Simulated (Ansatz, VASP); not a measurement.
Two plane-wave programs on Cu2IBr

The input INCAR:

```
PREC = Accurate
ENCUT = 520
EDIFF = 1E-6
ISMEAR = -1
SIGMA = 0.05
LREAL = False
LASPH = True
NELM = 150
ALGO = Normal
ISIF = 2
LWAVE = False
LCHARG = False
LMAXMIX = 4
LDAU = True
LDAUTYPE = 2
LDAUL = -1 -1 2
LDAUU = 0 0 6
LDAUJ = 0 0 0
LDAUPRINT = 1
GGA = CA
NBANDS = 26
```

KPOINTS

```
regular mesh
0
Gamma
  8 8 8
```

File POSCAR:

```
Cu2IBr
1.0
    1.9685310750      1.1365319461      6.3876248825
   -1.9685310750      1.1365319461      6.3876248825
    0.0000000000     -2.2730638921      6.3876248825
I Br Cu
1 1 2
Direct
    0.0000000000      0.0000000000      0.0000000000
    0.5000000000      0.5000000000      0.5000000000
    0.2490310000      0.2490310000      0.2490310000
    0.7509690000      0.7509690000      0.7509690000
```

File input.yaml:

```yaml
crystal:
  lattice:
    - [1.968531075, 1.1365319461, 6.3876248825]
    - [-1.968531075, 1.1365319461, 6.3876248825]
    - [0.0, -2.2730638921, 6.3876248825]
  atoms:
    - { symbol: I, position: [0.0, 0.0, 0.0] }
    - { symbol: Br, position: [0.5, 0.5, 0.5] }
    - { symbol: Cu, position: [0.249031, 0.249031, 0.249031] }
    - { symbol: Cu, position: [0.750969, 0.750969, 0.750969] }
hamiltonian:
  xc: lda
  pseudopotentials: { kind: paw }
  hubbard: { sites: [{ species: Cu, l: d, u_eff: 6.0 }] }
kpoints:
  mp_grid: { grid: [8, 8, 8] }
  band_path:
    path:
      - [[0.0, 0.0, 0.0], [0.5, 0.0, 0.0], [0.5, 0.1877720492, -0.1877720492]]
      - [[0.8122279508, 0.5, 0.1877720492], [0.5, 0.5, 0.5], [0.0, 0.0, 0.0], [0.3438860246, 0.0, -0.3438860246]]
      - [[0.6561139754, 0.3438860246, 0.0], [0.5, 0.5, 0.0], [0.6561139754, 0.6561139754, 0.1877720492], [0.5, 0.5, 0.5]]
      - [[0.5, 0.0, 0.0], [0.8122279508, 0.3438860246, 0.3438860246]]
    npoints: 14
scf:
  occupations: { method: fermi_dirac, width: 0.05 }
  n_extra_bands: 10
output:
  forces: true
  stress: true
  eigenvalues: true
  fatbands: false
```

Alike in both runs: functional LDA; k mesh 8 × 8 × 8; occupations fermi-dirac, width 0.05 eV; no spin polarisation; Hubbard terms Cu d U = 6.0 eV.

|  | VASP | Ansatz |
| --- | --- | --- |
| version | VASP 6.6.1 | Ansatz 0.2.0 |
| potentials or method | VASP PAW LDA potentials, release 64 (I, Br, Cu) | Ansatz PAW |
| plane-wave cutoff (eV) | 520 | 420 |
| valence electrons in the cell | 36 | 62 |
| task | single point | band structure |

VASP gave:

```
gap on the k mesh at the Fermi level (eV)                     : 0.68
least direct gap on the mesh (eV)                             : 0.83
pressure (GPa)                                                : -5.0
traceless stress, the component that is largest in VASP (GPa) : -0.15
rms of the force components (eV/Å)                            : 0.016
```

Question: What did Ansatz give for the same quantities?

Answer: gap on the k mesh at the Fermi level (eV): 0.59; least direct gap on the mesh (eV): 0.75; pressure (GPa): -4.2; traceless stress, the component that is largest in VASP (GPa): -0.18; rms of the force components (eV/Å): 0.021.

LDA's correlation is that of Perdew and Zunger in VASP and of Perdew and Wang (1992) in Ansatz. The programs project onto different local orbitals, so the same U acts differently, and such runs can settle in different states. Atom by atom the forces differ by 0.005 eV/Å (rms over components). VASP's potentials hold 36 valence electrons a cell and Ansatz's 62, so a difference there can come from the potentials and not from the codes.

Spin-orbit coupling is off throughout.
